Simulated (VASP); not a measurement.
Rb, 1 atom in the cell. The structure is cubic, space group Im-3m (No. 229). The conventional cell has a = 5.722 Å, b = 5.722 Å, c = 5.722 Å, α = 90.00°, β = 90.00°, γ = 90.00°.  This cell differs from its parent crystal: volume scaled by 1.06.

```yaml
Program: VASP 6.6.1
Task: single point
Functional: PBE
Potentials_or_basis: VASP PAW PBE potentials, release 64 (Rb_sv)
Cutoff: 520 eV
k_mesh: 8 × 8 × 8
Occupations: fermi-dirac, width 0.05 eV
Spin: no spin polarisation
Dipole_correction: no
Further_INCAR_settings: ALGO = Normal; EDIFF = 1e-06; NBANDS = 10
```

Potentials or basis: VASP PAW PBE potentials, release 64 (Rb_sv).

Launch:

```bash
$ cat potpaw_PBE.64/Rb_sv/POTCAR > POTCAR
$ mpirun -np 1 vasp_std > vasp.out
```

Hardware: 1 thread of Intel(R) Xeon(R) Platinum 8488C (Sapphire Rapids), on a shared host.

Problem. How long does it take, and how much memory?

Solution. Wall time 14 s on 1 thread of Intel(R) Xeon(R) Platinum 8488C (Sapphire Rapids), on a shared host, peak memory 0.23 GiB. Counts: scf iterations 10, k points 29.
